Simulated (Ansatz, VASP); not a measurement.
**Two plane-wave programs on PtSe2**

INCAR

```
SYSTEM = PtSe2
ALGO = Normal
EDIFF = 1E-8
ENCUT = 520
GGA = CA
ISIF = 2
ISMEAR = -1
LASPH = .TRUE.
LCHARG = .FALSE.
LEFG = .TRUE.
LREAL = .FALSE.
LWAVE = .FALSE.
NBANDS = 18
NELM = 60
PREC = Accurate
SIGMA = 0.05
```

File KPOINTS:

```
k-points
0
G
  14 14 9
  0 0 0
```

Contents of POSCAR:

```
PtSe2
1.0
    3.7278000000      0.0000000000      0.0000000000
   -1.8639000000      3.2283695002      0.0000000000
    0.0000000000      0.0000000000      5.0313000000
Pt Se
1 2
Direct
    0.0000000000      0.0000000000      0.0000000000
    0.3333333333      0.6666666667      0.2602149854
    0.6666666667      0.3333333333      0.7397850146
```

Input for Ansatz:

```yaml
crystal:
  lattice:
    - [3.7278, 0.0, 0.0]
    - [-1.8639, 3.2283695002, 0.0]
    - [0.0, 0.0, 5.0313]
  atoms:
    - { symbol: Pt, position: [0.0, 0.0, 0.0] }
    - { symbol: Se, position: [0.3333333333, 0.6666666667, 0.2602149854] }
    - { symbol: Se, position: [0.6666666667, 0.3333333333, 0.7397850146] }
kpoints:
  mp_grid: { grid: [14, 14, 9] }
scf:
  occupations: { method: fermi_dirac, width: 0.05 }
hamiltonian:
  xc: lda
  pseudopotentials: { kind: paw }
output:
  forces: true
  stress: true
  populations: true
  efg: { contact_densities: true }
```

Alike in both runs: task electric field gradients; functional LDA; k mesh 14 × 14 × 9; occupations fermi-dirac, width 0.05 eV; no spin polarisation.

|  | VASP | Ansatz |
| --- | --- | --- |
| version | VASP 6.6.1 | Ansatz 0.2.0 |
| potentials or method | VASP PAW LDA potentials, release 64 (Pt, Se) | plane-wave PAW, scalar-relativistic |
| plane-wave cutoff (eV) | 520 | 420 |
| valence electrons in the cell | 22 | 50 |

Ansatz gave:

* pressure (GPa): -3.3
* traceless stress, the component that is largest in VASP (GPa): -1.20
* rms of the force components (eV/Å): 0.171
* size of Vzz on the site where it differs most (V/Å²): 89.3

Task: Estimate VASP's values.

Result: Pressure (GPa): -2.9; traceless stress, the component that is largest in VASP (GPa): -1.30; rms of the force components (eV/Å): 0.149; size of Vzz on the site where it differs most (V/Å²): 130.3.

LDA's correlation is that of Perdew and Zunger in VASP and of Perdew and Wang (1992) in Ansatz. Atom by atom the forces differ by 0.022 eV/Å (rms over components). VASP's potentials hold 22 valence electrons a cell and Ansatz's 50, so a difference there can come from the potentials and not from the codes.

Spin-orbit coupling is off throughout.
